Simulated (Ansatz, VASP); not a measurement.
Two plane-wave programs on SbP3

```
Sb P
1.0
     5.97223    0.00000    0.00000
    -2.98612    5.17211    0.00000
     0.00000    0.00000    5.67189
Sb P
1 3
Direct
  0.00000 0.00000 0.23277
  0.00000 0.78552 0.61919
  0.78552 0.00000 0.61919
  0.21448 0.21448 0.61919
```

Alike in both runs: functional PBE; k mesh 6 × 6 × 6; occupations gaussian, width 0.02 eV; no spin polarisation.

Ansatz relaxed the structure, and its values are those at the end. VASP's run is a single point on that final structure, the one shown.

|  | VASP | Ansatz |
| --- | --- | --- |
| version | VASP 6.6.1 | Ansatz 0.2.0 |
| potentials or method | VASP PAW PBE potentials, release 64 (Sb, P), cutoff 520 eV | scalar-relativistic, plane waves, PAW |
| valence electrons in the cell | 20 | 30 |

```tsv
	VASP	Ansatz	Ansatz less VASP
gap on the k mesh at the Fermi level (eV)	2.36	2.34	-0.013
least direct gap on the mesh (eV)	2.43	2.42	-0.013
pressure (GPa)	-0.1	0.0	+0.10
rms of the force components (eV/Å)	0.048	0.000	-0.0477
```

VASP's potentials hold 20 valence electrons a cell and Ansatz's 30, so a difference there can come from the potentials and not from the codes.

Spin-orbit coupling is off throughout.
